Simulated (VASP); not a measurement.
A run of VASP 6.6.1 is set up as follows.

INCAR

```
SYSTEM = SrVO3
ALGO = Normal ; EDIFF = 1E-7
ENCUT = 520 ; GGA = PE
ISIF = 2 ; ISMEAR = -1
ISPIN = 2 ; LASPH = .True.
LCHARG = .True. ; LELF = .True.
LMAXMIX = 4 ; LORBIT = 11
LREAL = .False. ; LVHAR = .True.
LWAVE = .False. ; MAGMOM = 0 2 0 0 0
NBANDS = 32 ; NELM = 150
PREC = Accurate ; SIGMA = 0.05
```

The input KPOINTS:

```
k-points
0
Gamma
  7 7 7
  0 0 0
```

Contents of POSCAR:

```
SrVO3
1.0
    3.8409000000      0.0000000000      0.0000000000
    0.0000000000      3.8409000000      0.0000000000
    0.0000000000      0.0000000000      3.8409000000
Sr V O
1 1 3
Direct
    0.5000000000      0.5000000000      0.5000000000
    0.0000000000      0.0000000000      0.0000000000
    0.0000000000      0.0000000000      0.5000000000
    0.0000000000      0.5000000000      0.0000000000
    0.5000000000      0.0000000000      0.0000000000
```

Potentials or basis: VASP PAW PBE potentials, release 64 (Sr_sv, V_sv, O).

Run with:

```bash
$ cat potpaw_PBE.64/Sr_sv/POTCAR potpaw_PBE.64/V_sv/POTCAR potpaw_PBE.64/O/POTCAR > POTCAR
$ mpirun -np 1 vasp_std > vasp.out
```

(1) What does it give for the net moment?

(2) What does it give for the pressure?

## Answers

(1) 0.00 μB per cell.

(2) 3.2 GPa.
